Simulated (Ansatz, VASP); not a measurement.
**Na in VASP and in Ansatz**

File POSCAR:

```
Na
1.0
    3.5932974002      0.0000000000      0.0000000000
   -1.7966487001      3.1118868319      0.0000000000
    0.0000000000      0.0000000000      3.3574872583
Na
1
Direct
    0.0000000000      0.0000000000      0.0000000000
```

File INCAR.step1:

```
SYSTEM = Na
PREC = Accurate
ENCUT = 520
ISMEAR = 0
SIGMA = 0.1
LREAL = .FALSE.
LASPH = .TRUE.
NELM = 60
NBANDS = 10
GGA = PE
ALGO = Normal
EDIFF = 1E-4
LWAVE = .TRUE.
LCHARG = .FALSE.
```

The input INCAR.step2:

```
SYSTEM = Na
PREC = Accurate
ENCUT = 520
EDIFF = 1E-6
ISMEAR = 0
SIGMA = 0.1
LREAL = .FALSE.
LASPH = .TRUE.
NELM = 60
ALGO = Normal
ISIF = 2
LWAVE = .FALSE.
LCHARG = .TRUE.
METAGGA = R2SCAN
LMIXTAU = .TRUE.
LELF = .TRUE.
LVHAR = .TRUE.
NBANDS = 10
ISTART = 1
```

The input KPOINTS:

```
regular mesh
0
G
  6 6 6
  0 0 0
```

Input for Ansatz:

```yaml
crystal:
  lattice:
    - [3.5932974002, 0.0, 0.0]
    - [-1.7966487001, 3.1118868319, 0.0]
    - [0.0, 0.0, 3.3574872583]
  atoms:
    - { symbol: Na, position: [0.0, 0.0, 0.0] }
basis:
  ecutwfc: 500
kpoints:
  mp_grid: { grid: [6, 6, 6] }
hamiltonian:
  xc: r2scan
scf:
  occupations: { method: gaussian, width: 0.1 }
  lower_state_search: "off"
output:
  forces: true
  stress: true
  eigenvalues: true
```

Alike in both runs: task single point; functional r2SCAN; k mesh 6 × 6 × 6; occupations gaussian, width 0.1 eV; no spin polarisation.

|  | VASP | Ansatz |
| --- | --- | --- |
| version | VASP 6.6.1 | Ansatz 0.2.0 |
| potentials or method | VASP PAW PBE potentials, release 64 (Na_pv), cutoff 520 eV | scalar-relativistic, plane waves, PAW |
| valence electrons in the cell | 7 | 9 |

VASP gave:

| Property | Result |
| --- | --- |
| gap on the k mesh at the Fermi level (eV) | none |
| pressure (GPa) | 0.4 |
| traceless stress, the component that is largest in VASP (GPa) | 0.06 |

Question: What did Ansatz give for the same quantities?

Answer: gap on the k mesh at the Fermi level (eV): none; pressure (GPa): 0.3; traceless stress, the component that is largest in VASP (GPa): 0.00.

VASP's potentials were made for PBE, not for r2SCAN. A gap of «none» marks a metal or a gap that the smearing closes. With one functional, cell and mesh, what is left measures potentials, basis and numerics. VASP's potentials hold 7 valence electrons a cell and Ansatz's 9, so a difference there can come from the potentials and not from the codes.
